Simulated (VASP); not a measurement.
Set up this calculation in VASP 6.6.1, as the native input.

* Task: single point
* Functional: r2SCAN
* Potentials or basis: VASP PAW PBE potentials, release 64 (Cd, S)
* Cutoff: 520 eV
* k mesh: 6 × 6 × 6
* Occupations: fermi-dirac, width 0.02 eV
* Spin: no spin polarisation
* Dipole correction: no
* Further INCAR settings: ALGO = Normal; EDIFF = 1e-07; NBANDS = 16

Crystal: CdS.

```
CELL_PARAMETERS angstrom
3.38691 0.00000 0.00000
0.00000 3.38691 0.00000
0.00000 0.00000 3.38691
ATOMIC_POSITIONS crystal
Cd 0.00000 0.00000 0.00000
S 0.50000 0.50000 0.50000
```

The input as run:

POSCAR

```
CdS
1.0
    3.3869086165      0.0000000000      0.0000000000
    0.0000000000      3.3869086165      0.0000000000
    0.0000000000      0.0000000000      3.3869086165
Cd S
1 1
Direct
    0.0000000000      0.0000000000      0.0000000000
    0.5000000000      0.5000000000      0.5000000000
```

INCAR.step1

```
SYSTEM = CdS
PREC = Accurate ; ENCUT = 520
ISMEAR = -1 ; SIGMA = 0.02
LREAL = .FALSE. ; LASPH = .TRUE.
NELM = 60 ; NBANDS = 16
GGA = PE ; ALGO = Normal
EDIFF = 1E-4 ; LWAVE = .TRUE.
LCHARG = .FALSE.
```

INCAR.step2

```
SYSTEM = CdS
PREC = Accurate ; ENCUT = 520
EDIFF = 1E-7 ; ISMEAR = -1
SIGMA = 0.02 ; LREAL = .FALSE.
LASPH = .TRUE. ; NELM = 60
ALGO = Normal ; ISIF = 2
LWAVE = .FALSE. ; LCHARG = .FALSE.
METAGGA = R2SCAN ; LMIXTAU = .TRUE.
NBANDS = 16 ; ISTART = 1
```

KPOINTS

```
Automatic mesh
0
G
  6 6 6
  0 0 0
```

Potentials or basis: VASP PAW PBE potentials, release 64 (Cd, S).

Launch:

```sh
$ cat potpaw_PBE.64/Cd/POTCAR potpaw_PBE.64/S/POTCAR > POTCAR
$ cp INCAR.step1 INCAR
$ mpirun -np 1 vasp_std > vasp.out
$ cp INCAR.step2 INCAR
$ mpirun -np 1 vasp_std > vasp.out
```

Results of the run:

```json
{
  "Pressure": "0.4 GPa",
  "Band gap on the k mesh": "zero (band 9 reaches 3.92 eV, above the bottom of band 10 at 3.41 eV)"
}
```

Caveat: the PAW data sets were made with another functional, which shifts forces and pressure a little.

It took 67 s on 1 thread of Intel Xeon 8259CL, on a shared host, peak memory 0.17 GiB.
